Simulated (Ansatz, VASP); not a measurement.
## Two plane-wave programs on KBr

INCAR

```
ALGO     = Normal         # electronic algorithm
EDIFF    = 1E-6           # SCF threshold, eV
EDIFFG   = -0.005         # ionic threshold
ENCUT    = 600            # plane-wave cutoff, eV
GGA      = CA             # functional
IBRION   = 2              # ionic algorithm
ISIF     = 3              # what is computed and relaxed
ISMEAR   = 0              # smearing method
LASPH    = T              # aspherical terms in the spheres
LCHARG   = F              # write CHGCAR
LREAL    = F              # projectors in reciprocal space
LWAVE    = F              # write WAVECAR
NELM     = 60             # most SCF steps
NSW      = 100            # ionic steps
PREC     = Accurate       # precision mode
SIGMA    = 0.02           # smearing width, eV
```

Contents of KPOINTS:

```
k-points
0
Gamma
  6 6 6
```

Contents of POSCAR:

```
KBr
1.0
    0.0000000000      3.1856269859      3.1856269859
    3.1856269859      0.0000000000      3.1856269859
    3.1856269859      3.1856269859      0.0000000000
K Br
1 1
Direct
    0.0000000000      0.0000000000      0.0000000000
    0.5000000000      0.5000000000      0.5000000000
```

Input for Ansatz:

```yaml
crystal:
  lattice:
    - [0.0, 3.1856269859, 3.1856269859]
    - [3.1856269859, 0.0, 3.1856269859]
    - [3.1856269859, 3.1856269859, 0.0]
  atoms:
    - { symbol: K, position: [0.0, 0.0, 0.0] }
    - { symbol: Br, position: [0.5, 0.5, 0.5] }
basis:
  ecutwfc: 420
kpoints:
  mp_grid: { grid: [6, 6, 6] }
hamiltonian:
  xc: lda
scf:
  occupations: { method: gaussian, width: 0.02 }
output:
  forces: true
  stress: true
  eigenvalues: true
  write_density: true
  write_potential: true
  elf: true
  volumetric_format: npy
relax:
  adjacent_minimum: "off"
  f_tol: 0.005
  max_steps: 80
  cell: { stress_tol: 0.05 }
```

Alike in both runs: task relaxation of cell and atoms; functional LDA; k mesh 6 × 6 × 6; occupations gaussian, width 0.02 eV; no spin polarisation.

|  | VASP | Ansatz |
| --- | --- | --- |
| version | VASP 6.6.1 | Ansatz 0.2.0 |
| potentials or method | VASP PAW LDA potentials, release 64 (K_sv, Br), cutoff 600 eV | scalar-relativistic, plane waves, PAW |
| valence electrons in the cell | 16 | 16 |

|  | VASP | Ansatz | Ansatz less VASP |
| --- | --- | --- | --- |
| gap on the k mesh at the Fermi level, each at its own relaxed structure (eV) | 4.32 | 4.32 | +0.006 |
| relaxed volume (Å³/atom) | 32.49 | 32.33 | -0.165 |
| relaxed cell length with the largest relative difference (Å) | 4.513 | 4.505 | -0.0076 |

LDA's correlation is that of Perdew and Zunger in VASP and of Perdew and Wang (1992) in Ansatz.
